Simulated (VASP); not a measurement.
Write the native input for VASP 6.6.1 that does the following.

```yaml
Task: relaxation of cell and atoms
Functional: r2SCAN
Potentials_or_basis: VASP PAW PBE potentials, release 64 (K_sv, Cl)
Cutoff: 600 eV
k_mesh: 6 × 6 × 6
Occupations: fermi-dirac, width 0.02 eV
Spin: no spin polarisation
Dipole_correction: no
Further_INCAR_settings: ALGO = Normal; EDIFF = 1e-07; IBRION = 2; EDIFFG = -0.005; NSW = 80; ISIF = 3
```

Crystal: KCl.

```
CELL_PARAMETERS angstrom
0.00000 3.53372 3.53372
3.53372 0.00000 3.53372
3.53372 3.53372 0.00000
ATOMIC_POSITIONS crystal
K 0.00000 0.00000 0.00000
Cl 0.25000 0.25000 0.25000
```

The input as run:

POSCAR

```
KCl
1.0
    0.0000000000      3.5337206842      3.5337206842
    3.5337206842      0.0000000000      3.5337206842
    3.5337206842      3.5337206842      0.0000000000
K Cl
1 1
Direct
    0.0000000000      0.0000000000      0.0000000000
    0.2500000000      0.2500000000      0.2500000000
```

INCAR.step1

```
SYSTEM = KCl
ALGO = Normal
EDIFF = 1E-4
ENCUT = 600
GGA = PE
ISMEAR = -1
LASPH = .True.
LCHARG = .False.
LREAL = .False.
LWAVE = .True.
NELM = 80
PREC = Accurate
SIGMA = 0.02
```

INCAR.step2

```
SYSTEM = KCl
ALGO = Normal
EDIFF = 1E-7
EDIFFG = -0.005
ENCUT = 600
IBRION = 2
ISIF = 3
ISMEAR = -1
ISTART = 1
LASPH = .True.
LCHARG = .False.
LMIXTAU = .True.
LREAL = .False.
LWAVE = .False.
METAGGA = R2SCAN
NELM = 80
NSW = 80
PREC = Accurate
SIGMA = 0.02
```

KPOINTS

```
k-points
0
Gamma
  6 6 6
  0 0 0
```

Potentials or basis: VASP PAW PBE potentials, release 64 (K_sv, Cl).

Command:

```sh
$ cat potpaw_PBE.64/K_sv/POTCAR potpaw_PBE.64/Cl/POTCAR > POTCAR
$ cp INCAR.step1 INCAR
$ mpirun -np 1 vasp_std > vasp.out
$ cp INCAR.step2 INCAR
$ mpirun -np 1 vasp_std > vasp.out
```

Results of the run:

The relaxed volume is 43.23 Å³/atom. The relaxed cell is a = 4.963 Å, b = 4.963 Å, c = 4.963 Å, α = 60.00°, β = 60.00°, γ = 60.00° and the space group after relaxing (to 0.1 Å) is F-43m (No. 216). The energy gained by relaxing is 0.7 meV/atom, the ionic steps are 4 and the pressure after relaxing is 0.0 GPa. The band gap on the k mesh is 5.35 eV (least direct gap 5.39 eV).

Caveat: the structure was generated, so it needn't be the stable form of KCl; the PAW data sets were made with another functional, which shifts forces and pressure a little.

Wall time 2.5 min on 1 thread of Intel(R) Xeon(R) 6975P-C (Granite Rapids) (shared host), peak memory 0.27 GiB.
